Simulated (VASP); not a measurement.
# Na (I4/mmm) in VASP: a series of runs

Na is run at these levels: LDA; tasks: single point.

Program: VASP 6.6.1. These are calculated values, not measurements. Logs are shortened: lines on timing, memory, paths and dates and some standing lists are left out, and cuts for length are marked.

## Step 1: The cell of the first run

It takes space group I4/mmm (No. 139, tetragonal). The conventional cell has a = 3.452 Å, b = 3.452 Å, c = 5.491 Å, α = 90.00°, β = 90.00°, γ = 90.00°. Na (site symmetry 4/mmm) has 12 Na at 3.45 to 3.67 Å within 4.5 Å.

## Step 2: Single point, LDA

Input file INCAR:

```
SYSTEM = Na
PREC     = Accurate       ! precision mode
ENCUT    = 520            ! plane-wave cutoff, eV
EDIFF    = 1E-6           ! SCF threshold, eV
ISMEAR   = 0              ! smearing method
SIGMA    = 0.15           ! smearing width, eV
LREAL    = .False.        ! projectors in reciprocal space
LASPH    = .True.         ! aspherical terms in the spheres
NELM     = 80             ! most SCF steps
ALGO     = Fast           ! electronic algorithm
ISIF     = 2              ! what is computed and relaxed
LWAVE    = .False.        ! write WAVECAR
LCHARG   = .True.         ! write CHGCAR
GGA      = CA             ! functional
LELF     = .True.         ! ELF
LVHAR    = .True.       
NBANDS   = 10             ! bands
```

Input file KPOINTS:

```
Automatic mesh
0
Gamma
  18 18 18
  0 0 0
```

Input file POSCAR:

```
Na
1.0
   -1.7258000000      1.7258000000      2.7454500000
    1.7258000000     -1.7258000000      2.7454500000
    1.7258000000      1.7258000000     -2.7454500000
Na
1
Direct
    0.0000000000      0.0000000000      0.0000000000
```

Potentials or basis: VASP PAW LDA potentials, release 64 (Na_pv).

Command:

```console
$ cat potpaw_LDA.64/Na_pv/POTCAR > POTCAR
$ mpirun -np 1 vasp_std > vasp.out
```

OUTCAR:

```text
SYSTEM = Na
   PREC = Accurate
   ENCUT = 520
   EDIFF = 1E-6
   ISMEAR = 0
   LREAL = .False.
   LASPH = .True.
   NELM = 80
   ISIF = 2
   GGA = CA

 ion  position               nearest neighbor table
   1  0.000  0.000  0.000-

  LATTYP: Found a body centered tetragonal cell.
 ALAT       =     3.4516000000
 C/A-ratio  =     1.5908274423

  Lattice vectors:

 A1 = (  -1.7258000000,   1.7258000000,   2.7454500000)
 A2 = (   1.7258000000,  -1.7258000000,   2.7454500000)
 A3 = (   1.7258000000,   1.7258000000,  -2.7454500000)

Analysis of symmetry for initial positions (statically):
=====================================================================
 Subroutine PRICEL returns:
 Original cell was already a primitive cell.

 Routine SETGRP: Setting up the symmetry group for a
 body centered tetragonal supercell.

 Subroutine GETGRP returns: Found 16 space group operations
 (whereof 16 operations were pure point group operations)
 out of a pool of 16 trial point group operations.

The static configuration has the point symmetry D_4h.

Analysis of symmetry for dynamics (positions and initial velocities):
=====================================================================
 Subroutine PRICEL returns:
 Original cell was already a primitive cell.

 Routine SETGRP: Setting up the symmetry group for a
 body centered tetragonal supercell.

 Subroutine GETGRP returns: Found 16 space group operations
 (whereof 16 operations were pure point group operations)
 out of a pool of 16 trial point group operations.

The dynamic configuration has the point symmetry D_4h.

 Subroutine INISYM returns: Found 16 space group operations
 (whereof 16 operations are pure point group operations),
 and found     1 'primitive' translations

----------------------------------------------------------------------------------------

                                     Primitive cell

  volume of cell :      32.7080

  direct lattice vectors                    reciprocal lattice vectors
    -1.725800000  1.725800000  2.745450000     0.000000000  0.289720709  0.182119507
     1.725800000 -1.725800000  2.745450000     0.289720709  0.000000000  0.182119507
     1.725800000  1.725800000 -2.745450000     0.289720709  0.289720709  0.000000000

  length of vectors
     3.673454366  3.673454366  3.673454366     0.342206961  0.342206961  0.409726956

  position of ions in fractional coordinates (direct lattice)
     0.000000000  0.000000000  0.000000000

  ion indices of the primitive-cell ions
   primitive index   ion index
                 1           1

----------------------------------------------------------------------------------------

 KPOINTS: Automatic mesh

Automatic generation of k-mesh.
 Grid dimensions read from file:
 generate k-points for:   18   18   18

 Generating k-lattice:

  Cartesian coordinates                     Fractional coordinates (reciprocal lattice)
     0.000000000  0.016095595  0.010117750     0.055555556  0.000000000  0.000000000
     0.016095595  0.000000000  0.010117750     0.000000000  0.055555556  0.000000000
     0.016095595  0.016095595  0.000000000     0.000000000  0.000000000  0.055555556

  Length of vectors
     0.019011498  0.019011498  0.022762609

  Shift w.r.t. Gamma in fractional coordinates (k-lattice)
     0.000000000  0.000000000  0.000000000

 Subroutine IBZKPT returns following result:
 ===========================================

 Found    480 irreducible k-points:

 Following reciprocal coordinates:
            Coordinates               Weight
  0.000000  0.000000  0.000000      1.000000
  0.055556 -0.000000  0.000000      8.000000
  0.111111 -0.000000  0.000000      8.000000
  0.166667 -0.000000  0.000000      8.000000
  0.222222 -0.000000  0.000000      8.000000
  0.277778 -0.000000  0.000000      8.000000
[... 16 lines left out ...]
 -0.277778  0.055556  0.000000     16.000000
 -0.222222  0.055556 -0.000000     16.000000
 [... further k-points ...]
   k-points           NKPTS =    480   k-points in BZ     NKDIM =    480   number of bands    NBANDS=     10
   number of dos      NEDOS =    301   number of ions     NIONS =      1
   total plane-waves  NPLWV =  21952
   dimension x,y,z NGX =    28 NGY =   28 NGZ =   28
   dimension x,y,z NGXF=    56 NGYF=   56 NGZF=   56
   ions per type =               1
   NGX,Y,Z   is equivalent  to a cutoff of  12.67, 12.67, 12.67 a.u.
   NGXF,Y,Z  is equivalent  to a cutoff of  25.34, 25.34, 25.34 a.u.
 SYSTEM =  Na
   PREC   = accura    normal or accurate (medium, high low for compatibility)
   ISTART =      0    job   : 0-new  1-cont  2-samecut
   ICHARG =      2    charge: 1-file 2-atom 10-const
   ISPIN  =      1    spin polarized calculation?
   LNONCOLLINEAR =      F non collinear calculations
   LSORBIT =      F    spin-orbit coupling
   LASPH  =      T    aspherical Exc in radial PAW
   ENCUT  =  520.0 eV  38.22 Ry    6.18 a.u.   6.83  6.83  6.83*2*pi/ulx,y,z
   NELM   =     80;   NELMIN=  2; NELMDL= -5     # of ELM steps
   EDIFF  = 0.1E-05   stopping-criterion for ELM
   LREAL  =      F    real-space projection
   EDIFFG = 0.1E-04   stopping-criterion for IOM
   NSW    =      0    number of steps for IOM
   IBRION =     -1    ionic relax: 0-MD 1-quasi-New 2-CG
   NFREE  =      0    steps in history (QN), initial steepest desc. (CG)
   ISIF   =      2    stress and relaxation
   ISYM   =      2    0-nonsym 1-usesym 2-fastsym
   POTIM  = 0.5000    time-step for ionic-motion
   TEBEG  =    0.0;   TEEND  =   0.0 temperature during run
   PSTRESS=    0.0 pullay stress
   NELECT =       7.0000    total number of electrons
   NUPDOWN=      -1.0000    fix difference up-down
   EMIN   =  10.00;   EMAX   =-10.00  energy-range for DOS
   EFERMI =   0.00;   METHOD = LEGACY
   ISMEAR =     0;   SIGMA  =   0.15  broadening in eV -4-tet -1-fermi 0-gaus
   EFERMI_NEDOS =   21; number of points for ismear=-14 and -15
   IALGO  =     68    algorithm
   IMIX   =      4    mixing-type and parameters
     AMIX     =   0.40;   BMIX     =  1.00
     AMIX_MAG =   1.60;   BMIX_MAG =  1.00
  volume/ion in A,a.u.               =      32.71       220.72
  Fermi-wavevector in a.u.,A,eV,Ry     =   0.979240  1.850496 13.046789  0.958912
  Thomas-Fermi vector in A             =   2.110078
   LORBIT       =      0    0 simple, 1 ext, 2 COOP (PROOUT), +10 PAW based schemes
   GGA     = CA    functional components
   LHFCALC =     F    Hartree Fock is set to
   AEXX    =    0.0000 exact exchange contribution
   IVDW    =     0    specifies the selected vdW correction
   LEPSILON=     F    determine dielectric tensor
   LRPA    =     F    only Hartree local field effects (RPA)
 non-spin polarized calculation
 RMM-DIIS sequential band-by-band and
 Gauss-broadening in eV      SIGMA  =   0.15
  energy-cutoff  :      520.00
  volume of cell :       32.71
 maximum number of plane-waves:       898
   NGX = 13   NGY = 13   NGZ = 13

 number of electron       6.9999998 magnetization

 Free energy of the ion-electron system (eV)
  ---------------------------------------------------
  ext. energy  EPLUGINS =         0.00000000
  ---------------------------------------------------
  free energy    TOTEN  =        -1.45367510 eV

  energy without entropy =       -1.44847636  energy(sigma->0) =       -1.45107573

 E-fermi :   0.5390     XC(G=0):  -7.0886

 val. band max:        0.5180413140   @ k =  -0.2778  -0.3889   0.1111
 cond. band min:       0.5413471230   @ k =   0.3333   0.2222   0.0000
 fundamental gap:      0.0233058090
 Fermi energy:         0.5390267857

 k-point     1 :       0.0000    0.0000    0.0000
  band No.  band energies     occupation
      1     -24.3196      2.00000
      2     -24.3192      2.00000
      3     -24.3192      2.00000
      4      -3.0247      2.00000
      5      12.0955      0.00000
      6      12.6156      0.00000
      7      12.6156      0.00000
      8      13.8358      0.00000
      9      14.3325      0.00000
     10      14.3354      0.00000

 k-point     2 :       0.0556   -0.0000    0.0000
  band No.  band energies     occupation
      1     -24.3211      2.00000
      2     -24.3199      2.00000
      3     -24.3193      2.00000
      4      -2.9681      2.00000
      5      11.4451      0.00000
      6      12.1460      0.00000
      7      12.5431      0.00000
      8      13.8742      0.00000
      9      14.4132      0.00000
     10      14.4998      0.00000

 k-point     3 :       0.1111   -0.0000    0.0000
  band No.  band energies     occupation
      1     -24.3262      2.00000
      2     -24.3209      2.00000
      3     -24.3195      2.00000
      4      -2.7989      2.00000
      5      10.0315      0.00000
      6      11.7910      0.00000
      7      12.3872      0.00000
      8      13.3597      0.00000
      9      14.2031      0.00000
     10      14.8964      0.00000

 k-point     4 :       0.1667   -0.0000    0.0000
  band No.  band energies     occupation
      1     -24.3340      2.00000
      2     -24.3224      2.00000
      3     -24.3199      2.00000
      4      -2.5182      2.00000
      5       8.5839      0.00000
      6      11.4332      0.00000
      7      12.2326      0.00000
      8      12.8088      0.00000
      9      13.8996      0.00000
     10      15.4365      0.00000
[... 222 lines left out ...]
 k-point    22 :      -0.3333    0.0556   -0.0000
  band No.  band energies     occupation
      1     -24.3612      2.00000
      2     -24.3277      2.00000
      3     -24.3221      2.00000
      4      -1.1622      2.00000
      5       5.0041      0.00000
      6      10.1020      0.00000
      7      11.4991      0.00000
      8      12.2984      0.00000
      9      13.8694      0.00000
     10      14.5045      0.00000

 k-point    23 :      -0.2778    0.0556    0.0000
  band No.  band energies     occupation
      1     -24.3517      2.00000
      2     -24.3259      2.00000
      3     -24.3215      2.00000
      4      -1.7324      2.00000
      5       6.2703      0.00000
      6      10.3292      0.00000
      7      11.5672      0.00000
      8      12.7520      0.00000
      9      14.2655      0.00000
     10      14.6096      0.00000

 k-point    24 :      -0.2222    0.0556   -0.0000
  band No.  band energies     occupation
      1     -24.3417      2.00000
      2     -24.3240      2.00000
      3     -24.3210      2.00000
      4      -2.1985      2.00000
      5       7.6124      0.00000
      6      10.6245      0.00000
      7      11.6938      0.00000
      8      13.2705      0.00000
      9      14.3894      0.00000
     10      14.7392      0.00000

 [... further k-points ...]

------------------------ aborting loop because EDIFF is reached ----------------------------------------

  FORCE on cell =-STRESS in cart. coord.  units (eV):
  Direction    XX          YY          ZZ          XY          YZ          ZX
  --------------------------------------------------------------------------------------
  -------------------------------------------------------------------------------------
  Total        0.0462764      0.0462764     -0.0666424      0.0000000      0.0000000      0.0000000
  in kB        2.2668123      2.2668123     -3.2644246      0.0000000      0.0000000      0.0000000
  external PRESSURE =       0.4230666 kB  Pullay stress =       0.0000000 kB

 VOLUME and BASIS-vectors are now :
 -----------------------------------------------------------------------------
  energy-cutoff  :      520.00
  volume of cell :       32.71
      direct lattice vectors                 reciprocal lattice vectors
    -1.725800000  1.725800000  2.745450000     0.000000000  0.289720709  0.182119507
     1.725800000 -1.725800000  2.745450000     0.289720709  0.000000000  0.182119507
     1.725800000  1.725800000 -2.745450000     0.289720709  0.289720709  0.000000000

 POSITION                                       TOTAL-FORCE (eV/Angst)
 -----------------------------------------------------------------------------------
      0.00000      0.00000      0.00000         0.000000      0.000000     -0.000000
 -----------------------------------------------------------------------------------
    total drift:                               -0.000000     -0.000000     -0.000000

  FREE ENERGIE OF THE ION-ELECTRON SYSTEM (eV)
  ---------------------------------------------------
  free  energy   TOTEN  =        -1.4536750968 eV

  energy  without entropy=       -1.4484763557  energy(sigma->0) =       -1.45107573
```

Run time: 97 s. Hardware: 1 thread of Intel Xeon 6975P-C, shared host; peak memory 0.23 GiB.

What came out:

```
Free energy : -1.4537 eV
Pressure    : 0.0 GPa
```

Stress tensor (GPa, compression positive):
```
 0.23  0.00  0.00
 0.00  0.23  0.00
 0.00  0.00 -0.33
```

(Part 1 of 2 ends here.)
